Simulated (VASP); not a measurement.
# SnO2 (C2/m) in VASP: further runs, part 2 of 2

VASP 6.6.1. The steps go on from the part before.

## Step 4: Electric field gradients, LDA (equal xy, yz and zx shear strains of +1 %)

File INCAR:

```
SYSTEM = SnO2
PREC = Accurate
ENCUT = 520
EDIFF = 1E-8
ISMEAR = -1
SIGMA = 0.03
LREAL = .False.
LASPH = .True.
NELM = 60
ALGO = Normal
ISIF = 2
LWAVE = .False.
LCHARG = .False.
LEFG = .True.
NBANDS = 35
```

File KPOINTS:

```
regular mesh
0
Gamma
  4 4 6
  0 0 0
```

File POSCAR:

```
SnO2
1.0
    4.7373500000      0.0236867500      0.0236867500
    0.0236867500      4.7373500000      0.0236867500
    0.0159320000      0.0159320000      3.1864000000
Sn O
2 4
Direct
    0.0000000000      0.0000000000      0.0000000000
    0.5000000000      0.5000000000      0.5000000000
    0.3056200000      0.3056200000      0.0000000000
    0.1943800000      0.8056200000      0.5000000000
    0.6943800000      0.6943800000      0.0000000000
    0.8056200000      0.1943800000      0.5000000000
```

Potentials or basis: VASP PAW LDA potentials, release 64 (Sn_d, O).

Launch:

```sh
$ cat potpaw_LDA.64/Sn_d/POTCAR potpaw_LDA.64/O/POTCAR > POTCAR
$ mpirun -np 1 vasp_std > vasp.out
```

OUTCAR:

```text
SYSTEM = SnO2
   PREC = Accurate
   ENCUT = 520
   EDIFF = 1E-8
   ISMEAR = -1
   LREAL = .False.
   LASPH = .True.
   NELM = 60
   ISIF = 2

 ion  position               nearest neighbor table
   1  0.000  0.000  0.000-   4 2.05   6 2.05   4 2.05   6 2.05   5 2.06   3 2.06   2 3.69   2 3.69
                             2 3.69   2 3.69   2 3.70   2 3.70   2 3.74   2 3.74
   2  0.500  0.500  0.500-   4 2.04   6 2.04   3 2.05   5 2.05   3 2.08   5 2.08   1 3.69   1 3.69
                             1 3.69   1 3.69   1 3.70   1 3.70   1 3.74   1 3.74
   3  0.306  0.306  0.000-   2 2.05   1 2.06   2 2.08
   4  0.194  0.806  0.500-   2 2.04   1 2.05   1 2.05
   5  0.694  0.694  0.000-   2 2.05   1 2.06   2 2.08
   6  0.806  0.194  0.500-   2 2.04   1 2.05   1 2.05

  LATTYP: Found a base centered monoclinic cell.
 ALAT       =     6.7332893981
[... 1156 lines left out ...]
   5     -22.637   -22.637    45.274    82.732    -0.117    -0.117
   6     -23.779   -23.779    47.559   -81.580     1.941     1.941
---------------------------------------------------------------------

 Electric field gradients after diagonalization (V/A^2)
 (convention: |V_zz| > |V_xx| > |V_yy|)
----------------------------------------------------------------------
 ion       V_xx      V_yy      V_zz     asymmetry (V_yy - V_xx)/ V_zz
----------------------------------------------------------------------
   1      53.856     3.821   -57.678       0.867
   2     -47.907   -19.178    67.085       0.428
   3      60.097    45.273  -105.369       0.141
   4      57.801    47.608  -105.409       0.097
   5      60.097    45.273  -105.369       0.141
   6      57.801    47.608  -105.409       0.097
----------------------------------------------------------------------

           NMR quadrupolar parameters

 Cq : quadrupolar parameter    Cq=e*Q*V_zz/h
 eta: asymmetry parameters     (V_yy - V_xx)/ V_zz
 Q  : nuclear electric quadrupole moment in mb (millibarn)
----------------------------------------------------------------------
 ion       Cq(MHz)       eta       Q (mb)
----------------------------------------------------------------------
   1      -0.139       0.867       1.000
   2       0.162       0.428       1.000
   3      -0.255       0.141       1.000
   4      -0.255       0.097       1.000
   5      -0.255       0.141       1.000
   6      -0.255       0.097       1.000
----------------------------------------------------------------------
```

OSZICAR:

```text
N       E                     dE             d eps       ncg     rms          rms(c)
DAV:   1     0.627192703431E+03    0.62719E+03   -0.25653E+04  2688   0.234E+03
DAV:   2     0.503386710210E+02   -0.57685E+03   -0.54495E+03  2596   0.618E+02
DAV:   3    -0.435661113409E+02   -0.93905E+02   -0.92426E+02  2601   0.207E+02
DAV:   4    -0.483043414877E+02   -0.47382E+01   -0.47053E+01  3035   0.503E+01
DAV:   5    -0.484314251837E+02   -0.12708E+00   -0.12689E+00  2962   0.868E+00    0.158E+01
DAV:   6    -0.423397524099E+02    0.60917E+01   -0.16861E+01  3741   0.642E+01    0.641E+00
DAV:   7    -0.423637049382E+02   -0.23953E-01   -0.19464E+00  2787   0.787E+00    0.319E+00
DAV:   8    -0.422839170551E+02    0.79788E-01   -0.20920E-01  3663   0.413E+00    0.719E-01
DAV:   9    -0.422694953146E+02    0.14422E-01   -0.30598E-02  3959   0.293E+00    0.125E-01
DAV:  10    -0.422696297720E+02   -0.13446E-03   -0.31943E-03  2980   0.415E-01    0.624E-02
DAV:  11    -0.422696438035E+02   -0.14031E-04   -0.14866E-04  3327   0.831E-02    0.212E-02
DAV:  12    -0.422696462978E+02   -0.24944E-05   -0.19126E-05  3770   0.356E-02    0.126E-02
DAV:  13    -0.422696441269E+02    0.21709E-05   -0.55598E-06  3687   0.330E-02    0.295E-03
DAV:  14    -0.422696440751E+02    0.51819E-07   -0.89750E-07  3578   0.786E-03    0.709E-04
DAV:  15    -0.422696440786E+02   -0.34652E-08   -0.51818E-08  2906   0.219E-03
   1 F= -.42269644E+02 E0= -.42269644E+02  d E =-.142874E-09
```

stdout:

```text
POSCAR found type information on POSCAR SnO
 POSCAR found :  2 types and       6 ions
 scaLAPACK will be used
 LDA part: xc-table for (Slater(with rela. corr.)+CA(PZ))
 , standard interpolation
 POSCAR, INCAR and KPOINTS ok, starting setup
 FFT: planning ... GRIDC
 FFT: planning ... GRID_SOFT
 FFT: planning ... GRID
 WAVECAR not read
 entering main loop
ion   1

ion   2

ion   3

ion   4

ion   5

ion   6
```

Wall time 34 s (1 thread of Intel Xeon Platinum 8559C (Emerald Rapids), shared host); peak memory 0.19 GiB.

What came out:

```yaml
Free_energy: -42.2696 eV
Pressure: 0.1 GPa
Largest_force: 0.110 eV/Å
Band_gap_on_the_k_mesh: 1.14 eV, direct
```

Forces in eV/Å, atoms in the order of the input:
```
Sn   0.000  0.000  0.000
Sn   0.000  0.000  0.000
O    0.007  0.007  0.110
O   -0.061  0.061  0.000
O   -0.007 -0.007 -0.110
O    0.061 -0.061  0.000
```

Electric field gradients, principal values (V/Å²):
| atom | least | middle | greatest (by size) |
| --- | --- | --- | --- |
| 1 Sn | 3.821 | 53.856 | -57.678 |
| 2 Sn | -19.178 | -47.907 | 67.085 |
| 3 O | 45.273 | 60.097 | -105.369 |
| 4 O | 47.608 | 57.801 | -105.409 |
| 5 O | 45.273 | 60.097 | -105.369 |
| 6 O | 47.608 | 57.801 | -105.409 |

Caveat: the cell differs from its parent crystal (equal xy, yz and zx shear strains of +1 %); without QUAD_EFG the Cq values of the log hold for a quadrupole moment of 1 mb, not for the nuclei; spin-orbit coupling is left out, which moves the levels of the heavy elements.

## Step 5: Electric field gradients, LDA (equal xy, yz and zx shear strains of +1 %)

Changes to INCAR since step 4:

```diff
@@ -13,2 +13,3 @@
 LCHARG = .False.
+GGA = CA
 LEFG = .True.
```

KPOINTS is that of step 4.

POSCAR is that of step 4.

Potentials or basis: VASP PAW LDA potentials, release 64 (Sn_d, O).

Launch:

```sh
$ cat potpaw_LDA.64/Sn_d/POTCAR potpaw_LDA.64/O/POTCAR > POTCAR
$ mpirun -np 1 vasp_std > vasp.out
```

OUTCAR:

```text
SYSTEM = SnO2
   PREC = Accurate
   ENCUT = 520
   EDIFF = 1E-8
   ISMEAR = -1
   LREAL = .False.
   LASPH = .True.
   NELM = 60
   ISIF = 2
   GGA = CA

 ion  position               nearest neighbor table
   1  0.000  0.000  0.000-   4 2.05   6 2.05   4 2.05   6 2.05   5 2.06   3 2.06   2 3.69   2 3.69
                             2 3.69   2 3.69   2 3.70   2 3.70   2 3.74   2 3.74
   2  0.500  0.500  0.500-   4 2.04   6 2.04   3 2.05   5 2.05   3 2.08   5 2.08   1 3.69   1 3.69
                             1 3.69   1 3.69   1 3.70   1 3.70   1 3.74   1 3.74
   3  0.306  0.306  0.000-   2 2.05   1 2.06   2 2.08
   4  0.194  0.806  0.500-   2 2.04   1 2.05   1 2.05
   5  0.694  0.694  0.000-   2 2.05   1 2.06   2 2.08
   6  0.806  0.194  0.500-   2 2.04   1 2.05   1 2.05

  LATTYP: Found a base centered monoclinic cell.
 ALAT       =     6.7332893981
 B/A-ratio  =     0.9900252466
 C/A-ratio  =     0.4732426412
 COS(beta)  =    -0.0141062544

  Lattice vectors:

 A1 = (  -4.7373500000,  -0.0236867500,  -0.0236867500)
 A2 = (  -0.0236867500,  -4.7373500000,  -0.0236867500)
[... 1131 lines left out ...]
 -----------------------------------------------------------------------------------
    total drift:                                0.000000      0.000000      0.000000

  FREE ENERGIE OF THE ION-ELECTRON SYSTEM (eV)
  ---------------------------------------------------
  free  energy   TOTEN  =       -42.2696440786 eV

  energy  without entropy=      -42.2696440784  energy(sigma->0) =      -42.26964408

 Electric field gradients (V/A^2)
---------------------------------------------------------------------
 ion       V_xx      V_yy      V_zz      V_xy      V_xz      V_yz
---------------------------------------------------------------------
   1      28.728    28.728   -57.455   -25.128    -2.609    -2.609
   2      21.241    21.241   -42.483    40.420    17.238    17.238
   3     -22.637   -22.637    45.274    82.732    -0.117    -0.117
   4     -23.779   -23.779    47.559   -81.580     1.941     1.941
   5     -22.637   -22.637    45.274    82.732    -0.117    -0.117
   6     -23.779   -23.779    47.559   -81.580     1.941     1.941
---------------------------------------------------------------------

 Electric field gradients after diagonalization (V/A^2)
 (convention: |V_zz| > |V_xx| > |V_yy|)
----------------------------------------------------------------------
 ion       V_xx      V_yy      V_zz     asymmetry (V_yy - V_xx)/ V_zz
----------------------------------------------------------------------
   1      53.856     3.821   -57.678       0.867
   2     -47.907   -19.178    67.085       0.428
   3      60.097    45.273  -105.369       0.141
   4      57.801    47.608  -105.409       0.097
   5      60.097    45.273  -105.369       0.141
   6      57.801    47.608  -105.409       0.097
----------------------------------------------------------------------

           NMR quadrupolar parameters

 Cq : quadrupolar parameter    Cq=e*Q*V_zz/h
 eta: asymmetry parameters     (V_yy - V_xx)/ V_zz
 Q  : nuclear electric quadrupole moment in mb (millibarn)
----------------------------------------------------------------------
 ion       Cq(MHz)       eta       Q (mb)
----------------------------------------------------------------------
   1      -0.139       0.867       1.000
   2       0.162       0.428       1.000
   3      -0.255       0.141       1.000
   4      -0.255       0.097       1.000
   5      -0.255       0.141       1.000
   6      -0.255       0.097       1.000
----------------------------------------------------------------------
```

Wall time 38 s (1 thread of Intel Xeon Platinum 8559C (Emerald Rapids), shared host); peak memory 0.19 GiB.

Results:

| Quantity | Value |
| --- | --- |
| Free energy | -42.2696 eV |
| Pressure | 0.1 GPa |
| Largest force | 0.110 eV/Å |
| Band gap on the k mesh | 1.14 eV, direct |

Forces in eV/Å, atoms in the order of the input:
```
Sn   0.000  0.000  0.000
Sn   0.000  0.000  0.000
O    0.007  0.007  0.110
O   -0.061  0.061  0.000
O   -0.007 -0.007 -0.110
O    0.061 -0.061  0.000
```

Stress tensor (GPa, compression positive):
```
-0.24 -2.05 -1.14
-2.05 -0.24 -1.14
-1.14 -1.14  0.77
```

Electric field gradients, principal values (V/Å²):
```tsv
atom	least	middle	greatest (by size)
1 Sn	3.821	53.856	-57.678
2 Sn	-19.178	-47.907	67.085
3 O	45.273	60.097	-105.369
4 O	47.608	57.801	-105.409
5 O	45.273	60.097	-105.369
6 O	47.608	57.801	-105.409
```

Caveat: the cell differs from its parent crystal (equal xy, yz and zx shear strains of +1 %); without QUAD_EFG the Cq values of the log hold for a quadrupole moment of 1 mb, not for the nuclei; spin-orbit coupling is left out, which moves the levels of the heavy elements.
